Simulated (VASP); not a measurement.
Here is a VASP 6.6.1 calculation.

INCAR

```
SYSTEM = B
PREC = Accurate
ENCUT = 600
EDIFF = 1E-7
ISMEAR = 0
SIGMA = 0.1
LREAL = .False.
LASPH = .True.
NELM = 80
ALGO = Normal
ISIF = 3
LWAVE = .False.
LCHARG = .False.
GGA = PE
IBRION = 2
NSW = 100
EDIFFG = -0.01
```

KPOINTS

```
regular mesh
0
Gamma
  36 36 10
  0 0 0
```

POSCAR

```
B
1.0
    1.8468340681      0.0000000000      0.0000000000
   -0.9234170340      1.5994052195      0.0000000000
    0.0000000000      0.0000000000      5.4224150057
B
2
Direct
    0.0000000000      0.0000000000      0.3325752325
    0.0000000000      0.0000000000      0.6674247675
```

Potentials or basis: VASP PAW PBE potentials, release 64 (B).

The run is started by

```sh
$ cat potpaw_PBE.64/B/POTCAR > POTCAR
$ mpirun -np 1 vasp_std > vasp.out
```

Question: What does it give for the space group after relaxing (to 0.1 Å)?

Answer: P6/mmm (No. 191).

Question: Predict the relaxed cell.

Answer: a = 1.851 Å, b = 1.851 Å, c = 5.513 Å, α = 90.00°, β = 90.00°, γ = 120.00°.

Question: Predict the relaxed volume.

Answer: 8.18 Å³/atom.

Question: Predict the band gap on the k mesh.

Answer: Zero (bands 3 and 4 overlap by 1.70 eV).

Stress tensor (GPa, compression positive):
```
 0.06  0.00  0.00
 0.00  0.06  0.00
 0.00  0.00 -0.08
```

Caveat: this functional lacks dispersion, which binds the layers, so the pressure and a relaxed spacing across them are unreliable.
